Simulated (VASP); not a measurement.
# ZnO (P6_3mc) in VASP: single point with LDA

Aim: the single point of ZnO with LDA.

Everything below comes from runs of VASP 6.6.1. Logs are shortened: lines on timing, memory, paths and dates and some standing lists are left out, and cuts for length are marked.

### Step 1. The cell of the first run

Symmetry: P6_3mc, No. 186, hexagonal system. Conventional cell: a = 3.347 Å, b = 3.347 Å, c = 5.204 Å, α = 90.00°, β = 90.00°, γ = 120.00°. Zn (site symmetry 3m) has 4 O at 1.99 to 2.03 Å within 2.6 Å. Within 2.6 Å of O (site symmetry 3m) lie 4 Zn at 1.99 to 2.03 Å.

### Step 2. Single point, LDA (equal xx and yy strain of +3 %)

Input file INCAR:

```
SYSTEM = ZnO
PREC = Accurate
ENCUT = 520
EDIFF = 1E-6
ISMEAR = -1
SIGMA = 0.02
LREAL = .FALSE.
LASPH = .TRUE.
NELM = 80
ALGO = Normal
ISIF = 2
LWAVE = .FALSE.
LCHARG = .FALSE.
GGA = CA
NBANDS = 26
```

Input file KPOINTS:

```
regular mesh
0
G
  11 11 6
  0 0 0
```

Input file POSCAR:

```
ZnO
1.0
    3.3468806856      0.0000000000      0.0000000000
   -1.6734403428      2.8984836972      0.0000000000
    0.0000000000      0.0000000000      5.2038000000
Zn O
2 2
Direct
    0.3333333333      0.6666666667      0.0000000000
    0.6666666667      0.3333333333      0.5000000000
    0.3333333333      0.6666666667      0.3821000000
    0.6666666667      0.3333333333      0.8821000000
```

Potentials or basis: VASP PAW LDA potentials, release 64 (Zn, O).

The run is started by

```console
> cat potpaw_LDA.64/Zn/POTCAR potpaw_LDA.64/O/POTCAR > POTCAR
> mpirun -np 1 vasp_std > vasp.out
```

OUTCAR:

```text
SYSTEM = ZnO
   PREC = Accurate
   ENCUT = 520
   EDIFF = 1E-6
   ISMEAR = -1
   LREAL = .FALSE.
   LASPH = .TRUE.
   NELM = 80
   ISIF = 2
   GGA = CA

 ion  position               nearest neighbor table
   1  0.333  0.667  0.000-   3 1.99   4 2.03   4 2.03   4 2.03
   2  0.667  0.333  0.500-   4 1.99   3 2.03   3 2.03   3 2.03
   3  0.333  0.667  0.382-   1 1.99   2 2.03   2 2.03   2 2.03
   4  0.667  0.333  0.882-   2 1.99   1 2.03   1 2.03   1 2.03

  LATTYP: Found a hexagonal cell.
 ALAT       =     3.3468806856
 C/A-ratio  =     1.5548208881

  Lattice vectors:

 A1 = (   3.3468806856,   0.0000000000,   0.0000000000)
 A2 = (  -1.6734403428,   2.8984836972,   0.0000000000)
 A3 = (   0.0000000000,   0.0000000000,   5.2038000000)

Analysis of symmetry for initial positions (statically):
=====================================================================
 Subroutine PRICEL returns:
 Original cell was already a primitive cell.

 Routine SETGRP: Setting up the symmetry group for a
 hexagonal supercell.

 Subroutine GETGRP returns: Found 12 space group operations
 (whereof  6 operations were pure point group operations)
 out of a pool of 24 trial point group operations.

The static configuration has the point symmetry C_3v.
 The point group associated with its full space group is C_6v.

Analysis of symmetry for dynamics (positions and initial velocities):
=====================================================================
 Subroutine PRICEL returns:
 Original cell was already a primitive cell.

 Routine SETGRP: Setting up the symmetry group for a
 hexagonal supercell.

 Subroutine GETGRP returns: Found 12 space group operations
 (whereof  6 operations were pure point group operations)
 out of a pool of 24 trial point group operations.

The dynamic configuration has the point symmetry C_3v.
 The point group associated with its full space group is C_6v.

 Subroutine INISYM returns: Found 12 space group operations
 (whereof  6 operations are pure point group operations),
 and found     1 'primitive' translations

----------------------------------------------------------------------------------------

                                     Primitive cell

  volume of cell :      50.4814

  direct lattice vectors                    reciprocal lattice vectors
     3.346880686  0.000000000  0.000000000     0.298785674  0.172503989  0.000000000
    -1.673440343  2.898483697  0.000000000     0.000000000  0.345007978  0.000000000
     0.000000000  0.000000000  5.203800000     0.000000000  0.000000000  0.192167262

  length of vectors
     3.346880686  3.346880686  5.203800000     0.345007978  0.345007978  0.192167262

  position of ions in fractional coordinates (direct lattice)
     0.333333333  0.666666667  0.000000000
     0.666666667  0.333333333  0.500000000
     0.333333333  0.666666667  0.382100000
     0.666666667  0.333333333  0.882100000

  ion indices of the primitive-cell ions
   primitive index   ion index
                 1           1
                 2           2
                 3           3
                 4           4

----------------------------------------------------------------------------------------

 KPOINTS: regular mesh

Automatic generation of k-mesh.
 Grid dimensions read from file:
 generate k-points for:   11   11    6

 Generating k-lattice:

  Cartesian coordinates                     Fractional coordinates (reciprocal lattice)
     0.027162334  0.015682181  0.000000000     0.090909091  0.000000000  0.000000000
     0.000000000  0.031364362  0.000000000     0.000000000  0.090909091  0.000000000
     0.000000000  0.000000000  0.032027877     0.000000000  0.000000000  0.166666667

  Length of vectors
     0.031364362  0.031364362  0.032027877

  Shift w.r.t. Gamma in fractional coordinates (k-lattice)
     0.000000000  0.000000000  0.000000000

 Subroutine IBZKPT returns following result:
 ===========================================

 Found     64 irreducible k-points:

 Following reciprocal coordinates:
            Coordinates               Weight
  0.000000  0.000000  0.000000      1.000000
  0.090909 -0.000000  0.000000      6.000000
  0.181818  0.000000  0.000000      6.000000
  0.272727  0.000000  0.000000      6.000000
  0.363636  0.000000  0.000000      6.000000
  0.454545 -0.000000  0.000000      6.000000
[... 16 lines left out ...]
  0.090909  0.090909  0.166667     12.000000
  0.181818  0.090909  0.166667     24.000000
 [... further k-points ...]
   k-points           NKPTS =     64   k-points in BZ     NKDIM =     64   number of bands    NBANDS=     26
   number of dos      NEDOS =    301   number of ions     NIONS =      4
   total plane-waves  NPLWV =  31360
   dimension x,y,z NGX =    28 NGY =   28 NGZ =   40
   dimension x,y,z NGXF=    56 NGYF=   56 NGZF=   80
   ions per type =               2   2
   NGX,Y,Z   is equivalent  to a cutoff of  13.91, 13.91, 12.78 a.u.
   NGXF,Y,Z  is equivalent  to a cutoff of  27.82, 27.82, 25.56 a.u.
 SYSTEM =  ZnO
   PREC   = accura    normal or accurate (medium, high low for compatibility)
   ISTART =      0    job   : 0-new  1-cont  2-samecut
   ICHARG =      2    charge: 1-file 2-atom 10-const
   ISPIN  =      1    spin polarized calculation?
   LNONCOLLINEAR =      F non collinear calculations
   LSORBIT =      F    spin-orbit coupling
   LASPH  =      T    aspherical Exc in radial PAW
   ENCUT  =  520.0 eV  38.22 Ry    6.18 a.u.   6.22  6.22  9.68*2*pi/ulx,y,z
   NELM   =     80;   NELMIN=  2; NELMDL= -5     # of ELM steps
   EDIFF  = 0.1E-05   stopping-criterion for ELM
   LREAL  =      F    real-space projection
   EDIFFG = 0.1E-04   stopping-criterion for IOM
   NSW    =      0    number of steps for IOM
   IBRION =     -1    ionic relax: 0-MD 1-quasi-New 2-CG
   NFREE  =      0    steps in history (QN), initial steepest desc. (CG)
   ISIF   =      2    stress and relaxation
   ISYM   =      2    0-nonsym 1-usesym 2-fastsym
   POTIM  = 0.5000    time-step for ionic-motion
   TEBEG  =    0.0;   TEEND  =   0.0 temperature during run
   PSTRESS=    0.0 pullay stress
   NELECT =      36.0000    total number of electrons
   NUPDOWN=      -1.0000    fix difference up-down
   EMIN   =  10.00;   EMAX   =-10.00  energy-range for DOS
   EFERMI =   0.00;   METHOD = LEGACY
   ISMEAR =    -1;   SIGMA  =   0.02  broadening in eV -4-tet -1-fermi 0-gaus
   EFERMI_NEDOS =   21; number of points for ismear=-14 and -15
   IALGO  =     38    algorithm
   IMIX   =      4    mixing-type and parameters
     AMIX     =   0.40;   BMIX     =  1.00
     AMIX_MAG =   1.60;   BMIX_MAG =  1.00
  volume/ion in A,a.u.               =      12.62        85.17
  Fermi-wavevector in a.u.,A,eV,Ry     =   1.462621  2.763953 29.106397  2.139260
  Thomas-Fermi vector in A             =   2.578813
   LORBIT       =      0    0 simple, 1 ext, 2 COOP (PROOUT), +10 PAW based schemes
   GGA     = CA    functional components
   LHFCALC =     F    Hartree Fock is set to
   AEXX    =    0.0000 exact exchange contribution
   IVDW    =     0    specifies the selected vdW correction
   LEPSILON=     F    determine dielectric tensor
   LRPA    =     F    only Hartree local field effects (RPA)
 non-spin polarized calculation
  energy-cutoff  :      520.00
  volume of cell :       50.48
 maximum number of plane-waves:      1375
 NGX is ok and might be reduce to    28
   NGX = 13   NGY = 13   NGZ = 19

 number of electron      35.9999980 magnetization

 Free energy of the ion-electron system (eV)
  ---------------------------------------------------
  ext. energy  EPLUGINS =         0.00000000
  ---------------------------------------------------
  free energy    TOTEN  =       -20.93000922 eV

  energy without entropy =      -20.93000922  energy(sigma->0) =      -20.93000922

 E-fermi :   0.6763     XC(G=0): -11.1544

 val. band max:        0.3286815015   @ k =   0.0000   0.0000   0.0000
 cond. band min:       1.0034446855   @ k =   0.0000   0.0000   0.0000
 fundamental gap:      0.6747631841
 Fermi energy:         0.6762817164

 k-point     1 :       0.0000    0.0000    0.0000
  band No.  band energies     occupation
      1     -16.9862      2.00000
      2     -16.2570      2.00000
      3      -5.1443      2.00000
      4      -5.1443      2.00000
      5      -5.0881      2.00000
      6      -4.9653      2.00000
[... 18 lines left out ...]
     25      13.6771      0.00000
     26      14.4560      0.00000

 k-point     2 :       0.0909   -0.0000    0.0000
  band No.  band energies     occupation
      1     -16.9446      2.00000
      2     -16.2410      2.00000
      3      -5.1883      2.00000
      4      -5.1207      2.00000
      5      -5.0589      2.00000
      6      -4.9689      2.00000
[... 18 lines left out ...]
     25      13.7831      0.00000
     26      14.4833      0.00000

 k-point     3 :       0.1818    0.0000    0.0000
  band No.  band energies     occupation
      1     -16.8295      2.00000
      2     -16.2003      2.00000
      3      -5.2768      2.00000
      4      -5.0607      2.00000
      5      -5.0264      2.00000
      6      -4.9480      2.00000
[... 18 lines left out ...]
     25      13.9071      0.00000
     26      13.9256      0.00000

 k-point     4 :       0.2727    0.0000    0.0000
  band No.  band energies     occupation
      1     -16.6668      2.00000
      2     -16.1542      2.00000
      3      -5.3514      2.00000
      4      -5.0360      2.00000
      5      -4.9928      2.00000
      6      -4.8524      2.00000
[... 18 lines left out ...]
     25      13.0197      0.00000
     26      13.7885      0.00000

 k-point     5 :       0.3636    0.0000    0.0000
  band No.  band energies     occupation
      1     -16.4972      2.00000
      2     -16.1269      2.00000
      3      -5.3613      2.00000
      4      -5.0460      2.00000
      5      -4.9449      2.00000
      6      -4.7209      2.00000
[... 18 lines left out ...]
     25      13.1402      0.00000
     26      13.6739      0.00000

 k-point     6 :       0.4545   -0.0000    0.0000
  band No.  band energies     occupation
      1     -16.3760      2.00000
      2     -16.1289      2.00000
      3      -5.3200      2.00000
      4      -5.0444      2.00000
      5      -4.9238      2.00000
      6      -4.5976      2.00000
[... 427 lines left out ...]
 k-point    21 :       0.3636    0.0000    0.1667
  band No.  band energies     occupation
      1     -16.4707      2.00000
      2     -16.1496      2.00000
      3      -5.3979      2.00000
      4      -5.1391      2.00000
      5      -4.9246      2.00000
      6      -4.7546      2.00000
[... 18 lines left out ...]
     25      13.1439      0.00000
     26      13.6103      0.00000

 k-point    22 :       0.4545   -0.0000    0.1667
  band No.  band energies     occupation
      1     -16.3569      2.00000
      2     -16.1426      2.00000
      3      -5.3643      2.00000
      4      -5.1555      2.00000
      5      -4.8992      2.00000
      6      -4.6354      2.00000
[... 18 lines left out ...]
     25      13.1044      0.00000
     26      13.6706      0.00000

 k-point    23 :       0.0909    0.0909    0.1667
  band No.  band energies     occupation
      1     -16.8237      2.00000
      2     -16.2574      2.00000
      3      -5.2684      2.00000
      4      -5.1143      2.00000
      5      -5.0374      2.00000
      6      -5.0277      2.00000
[... 18 lines left out ...]
     25      13.0599      0.00000
     26      13.9492      0.00000

 k-point    24 :       0.1818    0.0909    0.1667
  band No.  band energies     occupation
      1     -16.6897      2.00000
      2     -16.2063      2.00000
      3      -5.3336      2.00000
      4      -5.1231      2.00000
      5      -5.0009      2.00000
      6      -4.9407      2.00000
[... 18 lines left out ...]
     25      12.7878      0.00000
     26      14.2306      0.00000

 [... further k-points ...]

------------------------ aborting loop because EDIFF is reached ----------------------------------------

  FORCE on cell =-STRESS in cart. coord.  units (eV):
  Direction    XX          YY          ZZ          XY          YZ          ZX
  --------------------------------------------------------------------------------------
  -------------------------------------------------------------------------------------
  Total       -4.6643230     -4.6643230     -2.7824806      0.0000000      0.0000000     -0.0000000
  in kB     -148.0360568   -148.0360568    -88.3102344      0.0000000      0.0000000     -0.0000000
  external PRESSURE =    -128.1274493 kB  Pullay stress =       0.0000000 kB

 VOLUME and BASIS-vectors are now :
 -----------------------------------------------------------------------------
  energy-cutoff  :      520.00
  volume of cell :       50.48
      direct lattice vectors                 reciprocal lattice vectors
     3.346880686  0.000000000  0.000000000     0.298785674  0.172503989  0.000000000
    -1.673440343  2.898483697  0.000000000     0.000000000  0.345007978  0.000000000
     0.000000000  0.000000000  5.203800000     0.000000000  0.000000000  0.192167262

 POSITION                                       TOTAL-FORCE (eV/Angst)
 -----------------------------------------------------------------------------------
     -0.00000      1.93232      0.00000        -0.000000      0.000000     -0.124491
      1.67344      0.96616      2.60190         0.000000     -0.000000     -0.124491
     -0.00000      1.93232      1.98837         0.000000     -0.000000      0.124491
      1.67344      0.96616      4.59027        -0.000000      0.000000      0.124491
 -----------------------------------------------------------------------------------
    total drift:                               -0.000000     -0.000000     -0.000021

  FREE ENERGIE OF THE ION-ELECTRON SYSTEM (eV)
  ---------------------------------------------------
  free  energy   TOTEN  =       -20.9300092163 eV

  energy  without entropy=      -20.9300092161  energy(sigma->0) =      -20.93000922
```

It took 3.3 min on 1 thread of Intel Xeon 8259CL, shared host; peak memory 0.2 GiB.

What came out:

* Free energy: -20.9300 eV
* Pressure: -12.8 GPa
* Largest force: 0.124 eV/Å
* Band gap on the k mesh: 0.67 eV

Forces in eV/Å, atoms in the order of the input:
```
Zn   0.000  0.000 -0.124
Zn   0.000  0.000 -0.124
O    0.000  0.000  0.124
O    0.000  0.000  0.124
```

Levels at points of the mesh, in eV from the valence-band top:
| k point | band 15 | band 16 | band 17 | band 18 | band 19 | band 20 | band 21 | band 22 |
| --- | --- | --- | --- | --- | --- | --- | --- | --- |
| (0.00, 0.00, 0.00) | -0.80 | -0.01 | 0.00 | 0.00 | 0.67 | 4.78 | 8.20 | 12.11 |
| (0.00, 0.00, 0.50) | -0.39 | -0.39 | -0.39 | -0.39 | 3.30 | 3.30 | 9.91 | 9.91 |

Caveat: the cell differs from its parent crystal (equal xx and yy strain of +3 %); the cell stands under tension.
